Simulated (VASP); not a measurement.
A run of VASP 6.6.1 is set up as follows.

INCAR

```
SYSTEM = Ti
ALGO = Normal
EDIFF = 1E-7
ENCUT = 520
GGA = PS
ISIF = 2
ISMEAR = -1
LASPH = .TRUE.
LCHARG = .TRUE.
LELF = .TRUE.
LREAL = .FALSE.
LVHAR = .TRUE.
LWAVE = .FALSE.
NBANDS = 12
NELM = 60
PREC = Accurate
SIGMA = 0.1
```

KPOINTS

```
k-points
0
G
  16 16 16
  0 0 0
```

POSCAR

```
Ti
1.0
    0.0000000000      1.7847733463      1.7847733463
    1.7847733463      0.0000000000      1.7847733463
    1.7847733463      1.7847733463      0.0000000000
Ti
1
Direct
    0.0000000000      0.0000000000      0.0000000000
```

Potentials or basis: VASP PAW PBE potentials, release 64 (Ti_sv).

Run with:

```bash
$ cat potpaw_PBE.64/Ti_sv/POTCAR > POTCAR
$ mpirun -np 1 vasp_std > vasp.out
```

Q: Predict the band gap on the k mesh.

A: Zero (band 6 reaches 14.35 eV, above the bottom of band 7 at 12.85 eV).

Q: Predict the pressure.

A: 79.7 GPa.

Caveat: the PAW data sets were made with another functional, which shifts forces and pressure a little.
